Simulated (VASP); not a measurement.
# AlN (P6_3mc) in VASP: notebook

AlN is run at these levels: r2SCAN; tasks: single point.

All numbers are computed with VASP 6.6.1; they aren't measurements. Logs are shortened: lines on timing, memory, paths and dates and some standing lists are left out, and cuts for length are marked.

**1. The cell of the first run**

Symmetry: P6_3mc, No. 186, hexagonal system. The conventional cell has a = 3.107 Å, b = 3.107 Å, c = 4.979 Å, α = 90.00°, β = 90.00°, γ = 120.00°. Within 2.5 Å of Al (site symmetry 3m) lie 4 N at 1.89 to 1.90 Å. Within 2.5 Å of N (site symmetry 3m) lie 4 Al at 1.89 to 1.90 Å.

**2. Single point, r2SCAN**

The input, POSCAR:

```
AlN
1.0
    3.1066956632      0.0000000000      0.0000000000
   -1.5533478316      2.6904773662      0.0000000000
    0.0000000000      0.0000000000      4.9785179513
Al N
2 2
Direct
    0.3333333333      0.6666666667     -0.0008019551
    0.6666666667      0.3333333333      0.4991980449
    0.3333333333      0.6666666667      0.3808019551
    0.6666666667      0.3333333333      0.8808019551
```

The input, INCAR.step1:

```
  ALGO = Normal
  EDIFF = 1E-4
  ENCUT = 520
  GGA = PE
  ISMEAR = 0
  LASPH = True
  LCHARG = False
  LREAL = False
  LWAVE = True
  NBANDS = 16
  NELM = 100
  PREC = Accurate
  SIGMA = 0.01
```

The input, INCAR.step2:

```
  ALGO = Normal
  EDIFF = 1E-6
  ENCUT = 520
  ISIF = 2
  ISMEAR = 0
  ISTART = 1
  LASPH = True
  LCHARG = True
  LELF = True
  LMIXTAU = True
  LREAL = False
  LVHAR = True
  LWAVE = False
  METAGGA = R2SCAN
  NBANDS = 16
  NELM = 100
  PREC = Accurate
  SIGMA = 0.01
```

The input, KPOINTS:

```
k-points
0
Gamma
  8 8 4
```

Potentials or basis: VASP PAW PBE potentials, release 64 (Al, N).

The run is started by

```
$ cat potpaw_PBE.64/Al/POTCAR potpaw_PBE.64/N/POTCAR > POTCAR
$ cp INCAR.step1 INCAR
$ mpirun -np 1 vasp_std > vasp.out
$ cp INCAR.step2 INCAR
$ mpirun -np 1 vasp_std > vasp.out
```

OUTCAR:

```text
EDIFF = 1E-6
   ENCUT = 520
   ISIF = 2
   ISMEAR = 0
   ISTART = 1
   LASPH = True
   LREAL = False
   METAGGA = R2SCAN
   NELM = 100
   PREC = Accurate

 ion  position               nearest neighbor table
   1  0.333  0.667  0.999-   4 1.89   4 1.89   4 1.89   3 1.90   2 3.07   2 3.07   2 3.07   2 3.07
                             2 3.07   2 3.07
   2  0.667  0.333  0.499-   3 1.89   3 1.89   3 1.89   4 1.90   1 3.07   1 3.07   1 3.07   1 3.07
                             1 3.07   1 3.07
   3  0.333  0.667  0.381-   2 1.89   2 1.89   2 1.89   1 1.90
   4  0.667  0.333  0.881-   1 1.89   1 1.89   1 1.89   2 1.90

  LATTYP: Found a hexagonal cell.
 ALAT       =     3.1066956632
 C/A-ratio  =     1.6025122803

  Lattice vectors:

 A1 = (   3.1066956632,   0.0000000000,   0.0000000000)
 A2 = (  -1.5533478316,   2.6904773662,   0.0000000000)
 A3 = (   0.0000000000,   0.0000000000,   4.9785179513)

Analysis of symmetry for initial positions (statically):
=====================================================================
 Subroutine PRICEL returns:
 Original cell was already a primitive cell.

 Routine SETGRP: Setting up the symmetry group for a
 hexagonal supercell.

 Subroutine GETGRP returns: Found 12 space group operations
 (whereof  6 operations were pure point group operations)
 out of a pool of 24 trial point group operations.

The static configuration has the point symmetry C_3v.
 The point group associated with its full space group is C_6v.

Analysis of symmetry for dynamics (positions and initial velocities):
=====================================================================
 Subroutine PRICEL returns:
 Original cell was already a primitive cell.

 Routine SETGRP: Setting up the symmetry group for a
 hexagonal supercell.

 Subroutine GETGRP returns: Found 12 space group operations
 (whereof  6 operations were pure point group operations)
 out of a pool of 24 trial point group operations.

The dynamic configuration has the point symmetry C_3v.
 The point group associated with its full space group is C_6v.

 Subroutine INISYM returns: Found 12 space group operations
 (whereof  6 operations are pure point group operations),
 and found     1 'primitive' translations

----------------------------------------------------------------------------------------
[... 97 lines left out ...]
   EDIFF  = 0.1E-05   stopping-criterion for ELM
   LREAL  =      F    real-space projection
   EDIFFG = 0.1E-04   stopping-criterion for IOM
   NSW    =      0    number of steps for IOM
   IBRION =     -1    ionic relax: 0-MD 1-quasi-New 2-CG
   NFREE  =      0    steps in history (QN), initial steepest desc. (CG)
   ISIF   =      2    stress and relaxation
   ISYM   =      2    0-nonsym 1-usesym 2-fastsym
   POTIM  = 0.5000    time-step for ionic-motion
   TEBEG  =    0.0;   TEEND  =   0.0 temperature during run
   PSTRESS=    0.0 pullay stress
   NELECT =      16.0000    total number of electrons
   NUPDOWN=      -1.0000    fix difference up-down
   EMIN   =  10.00;   EMAX   =-10.00  energy-range for DOS
   EFERMI =   0.00;   METHOD = LEGACY
   ISMEAR =     0;   SIGMA  =   0.01  broadening in eV -4-tet -1-fermi 0-gaus
   EFERMI_NEDOS =   21; number of points for ismear=-14 and -15
   IALGO  =     38    algorithm
   IMIX   =      4    mixing-type and parameters
     AMIX     =   0.40;   BMIX     =  1.00
     AMIX_MAG =   1.60;   BMIX_MAG =  1.00
  volume/ion in A,a.u.               =      10.40        70.20
  Fermi-wavevector in a.u.,A,eV,Ry     =   1.190434  2.249595 19.281278  1.417134
  Thomas-Fermi vector in A             =   2.326519
   LORBIT       =      0    0 simple, 1 ext, 2 COOP (PROOUT), +10 PAW based schemes
   METAGGA = R2SCAN    functional components
   LHFCALC =     F    Hartree Fock is set to
   AEXX    =    0.0000 exact exchange contribution
   IVDW    =     0    specifies the selected vdW correction
   LEPSILON=     F    determine dielectric tensor
   LRPA    =     F    only Hartree local field effects (RPA)
 non-spin polarized calculation
 Gauss-broadening in eV      SIGMA  =   0.01
  energy-cutoff  :      520.00
  volume of cell :       41.61
 maximum number of plane-waves:      1132
 NGX is ok and might be reduce to    24
   NGX = 11   NGY = 11   NGZ = 19

 number of electron      15.9999996 magnetization

 Free energy of the ion-electron system (eV)
  ---------------------------------------------------
  ext. energy  EPLUGINS =         0.00000000
  ---------------------------------------------------
  free energy    TOTEN  =       -38.45639133 eV

  energy without entropy =      -38.45639133  energy(sigma->0) =      -38.45639133

 E-fermi :   5.9807     XC(G=0): -11.4167

 val. band max:        5.9178568937   @ k =   0.0000   0.0000   0.0000
 cond. band min:      10.8384132009   @ k =   0.0000   0.0000   0.0000
 fundamental gap:      4.9205563072
 Fermi energy:         5.9806593237

 k-point     1 :       0.0000    0.0000    0.0000
  band No.  band energies     occupation
      1     -10.0625      2.00000
      2      -7.9406      2.00000
      3      -0.1515      2.00000
      4       5.0336      2.00000
      5       5.0336      2.00000
      6       5.6944      2.00000
[... 433 lines left out ...]
      3       0.7611      2.00000
      4       0.7611      2.00000
      5       4.3980      2.00000
      6       4.3980      2.00000
[... 8 lines left out ...]
     15      20.1452      0.00000
     16      20.1452      0.00000

 [... further k-points ...]

------------------------ aborting loop because EDIFF is reached ----------------------------------------

  FORCE on cell =-STRESS in cart. coord.  units (eV):
  Direction    XX          YY          ZZ          XY          YZ          ZX
  --------------------------------------------------------------------------------------
  -------------------------------------------------------------------------------------
  Total       -0.1024772     -0.1024772     -0.0977333      0.0000000     -0.0000000      0.0000000
  in kB       -3.9455686     -3.9455686     -3.7629188      0.0000000     -0.0000000      0.0000000
  external PRESSURE =      -3.8846854 kB  Pullay stress =       0.0000000 kB

 VOLUME and BASIS-vectors are now :
 -----------------------------------------------------------------------------
  energy-cutoff  :      520.00
  volume of cell :       41.61
      direct lattice vectors                 reciprocal lattice vectors
     3.106695663  0.000000000  0.000000000     0.321885408  0.185840627  0.000000000
    -1.553347832  2.690477366  0.000000000     0.000000000  0.371681254  0.000000000
     0.000000000  0.000000000  4.978517951     0.000000000  0.000000000  0.200862990

 POSITION                                       TOTAL-FORCE (eV/Angst)
 -----------------------------------------------------------------------------------
     -0.00000      1.79365      4.97453         0.000000      0.000000     -0.002615
      1.55335      0.89683      2.48527        -0.000000     -0.000000     -0.002615
     -0.00000      1.79365      1.89583        -0.000000     -0.000000      0.002615
      1.55335      0.89683      4.38509        -0.000000      0.000000      0.002615
 -----------------------------------------------------------------------------------
    total drift:                               -0.000000     -0.000000     -0.025645

  FREE ENERGIE OF THE ION-ELECTRON SYSTEM (eV)
  ---------------------------------------------------
  free  energy   TOTEN  =       -38.4563913280 eV

  energy  without entropy=      -38.4563913280  energy(sigma->0) =      -38.45639133
```

OUTCAR.step1:

```text
EDIFF = 1E-4
   ENCUT = 520
   GGA = PE
   ISMEAR = 0
[... 690 lines left out ...]
     -0.00000      1.79365      4.97453        -0.000000      0.000000     -0.008347
      1.55335      0.89683      2.48527         0.000000      0.000000     -0.008347
     -0.00000      1.79365      1.89583         0.000000     -0.000000      0.008347
      1.55335      0.89683      4.38509        -0.000000      0.000000      0.008347
 -----------------------------------------------------------------------------------
    total drift:                               -0.000000      0.000000     -0.000978

  FREE ENERGIE OF THE ION-ELECTRON SYSTEM (eV)
  ---------------------------------------------------
  free  energy   TOTEN  =       -29.7677608586 eV

  energy  without entropy=      -29.7677608586  energy(sigma->0) =      -29.76776086
```

Run time: 50 s. Hardware: 1 thread of Intel Xeon Platinum 8375C at 2.90GHz (Ice Lake), shared host; peak memory 0.16 GiB.

What came out:

| Quantity | Value |
| --- | --- |
| Free energy | -38.4564 eV |
| Pressure | -0.4 GPa |
| Band gap on the k mesh | 4.92 eV, direct |

Forces in eV/Å, atoms in the order of the input:
```
Al   0.000  0.000 -0.003
Al   0.000  0.000 -0.003
N    0.000  0.000  0.003
N    0.000  0.000  0.003
```

Caveat: the PAW data sets were made with another functional, which shifts forces and pressure a little.

**3. Single point, r2SCAN**

This run uses another cell than the first one, of 10.50 Å³/atom, 1.010 times its volume.

The input, POSCAR:

```
AlN
1.0
    3.1161119429      0.0000000000      0.0000000000
   -1.5580559715      2.6986321036      0.0000000000
    0.0000000000      0.0000000000      4.9964181148
Al N
2 2
Direct
    0.3333333333      0.6666666667     -0.0007324138
    0.6666666667      0.3333333333      0.4992675862
    0.3333333333      0.6666666667      0.3807324138
    0.6666666667      0.3333333333      0.8807324138
```

The input, INCAR.step1:

```
SYSTEM = AlN
ALGO     = Normal         ! electronic algorithm
EDIFF    = 1E-4           ! SCF threshold, eV
ENCUT    = 520            ! plane-wave cutoff, eV
GGA      = PE             ! functional
ISMEAR   = 0              ! smearing method
LASPH    = .True.         ! aspherical terms in the spheres
LCHARG   = .False.        ! write CHGCAR
LREAL    = .False.        ! projectors in reciprocal space
LWAVE    = .True.         ! write WAVECAR
NBANDS   = 16             ! bands
NELM     = 100            ! most SCF steps
PREC     = Accurate       ! precision mode
SIGMA    = 0.01           ! smearing width, eV
```

The input, INCAR.step2:

```
SYSTEM = AlN
ALGO     = Normal         ! electronic algorithm
EDIFF    = 1E-6           ! SCF threshold, eV
ENCUT    = 520            ! plane-wave cutoff, eV
ISIF     = 2              ! what is computed and relaxed
ISMEAR   = 0              ! smearing method
ISTART   = 1            
LASPH    = .True.         ! aspherical terms in the spheres
LCHARG   = .False.        ! write CHGCAR
LMIXTAU  = .True.       
LREAL    = .False.        ! projectors in reciprocal space
LWAVE    = .False.        ! write WAVECAR
METAGGA  = R2SCAN         ! meta-GGA
NBANDS   = 16             ! bands
NELM     = 100            ! most SCF steps
PREC     = Accurate       ! precision mode
SIGMA    = 0.01           ! smearing width, eV
```

The input, KPOINTS:

```
k-points
0
Gamma
  8 8 4
  0 0 0
```

Potentials or basis: VASP PAW PBE potentials, release 64 (Al, N).

The run is started by

```
$ cat potpaw_PBE.64/Al/POTCAR potpaw_PBE.64/N/POTCAR > POTCAR
$ cp INCAR.step1 INCAR
$ mpirun -np 1 vasp_std > vasp.out
$ cp INCAR.step2 INCAR
$ mpirun -np 1 vasp_std > vasp.out
```

It took 52 s on 1 thread of Intel Xeon Platinum 8375C at 2.90GHz (Ice Lake), shared host; peak memory 0.16 GiB.

Results (log left out):

```
Free energy            : -38.4534 eV
Pressure               : -2.4 GPa
Band gap on the k mesh : 4.83 eV, direct
```

Levels at points of the mesh, in eV from the valence-band top:
```
           k point  band 6  band 7  band 8  band 9  band 10  band 11
(0.00, 0.00, 0.00)   -0.22   -0.22    0.00    4.83     7.46    11.53
(0.50, 0.00, 0.00)   -2.12   -1.75   -0.70    6.43     6.53     8.97
(0.00, 0.00, 0.50)   -0.55   -0.55   -0.55    7.18     7.18    11.23
(0.50, 0.00, 0.50)   -1.48   -1.38   -1.38    5.97     5.97    10.09
```

Caveat: the PAW data sets were made with another functional, which shifts forces and pressure a little.
